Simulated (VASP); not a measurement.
TiTe2:

```
Ti Te
1.0
     0.00000    3.44286    3.44286
     3.44286    0.00000    3.44286
     3.44286    3.44286    0.00000
Ti Te
1 2
Direct
  0.00000 0.00000 0.00000
  0.25000 0.25000 0.25000
  0.75000 0.75000 0.75000
```

Base run:

| Property | Result |
| --- | --- |
| Program | VASP 6.6.1 |
| Functional | PBEsol |
| Potentials or basis | VASP PAW PBE potentials, release 64 (Ti_sv, Te) |
| Cutoff | 500 eV |
| k mesh | 10 × 10 × 10 |
| Occupations | gaussian, width 0.05 eV |
| Spin | no spin polarisation |

Its results: band gap on the k mesh zero (band 12 reaches 7.29 eV, above the bottom of band 13 at 7.01 eV); pressure -3.0 GPa.

Q: The run is repeated on the same cell with these changes: functional from PBEsol to PBE; cutoff from 500 eV to 520 eV. What comes out?

A: Band gap on the k mesh zero (band 12 reaches 7.46 eV, above the bottom of band 13 at 7.18 eV); pressure 0.0 GPa.

PBE binds less tightly than PBEsol, so the same cell stands under more pressure.

Caveats: spin-orbit coupling is left out, which moves the levels of the heavy elements; the PAW data sets were made with another functional, which shifts forces and pressure a little (some runs).
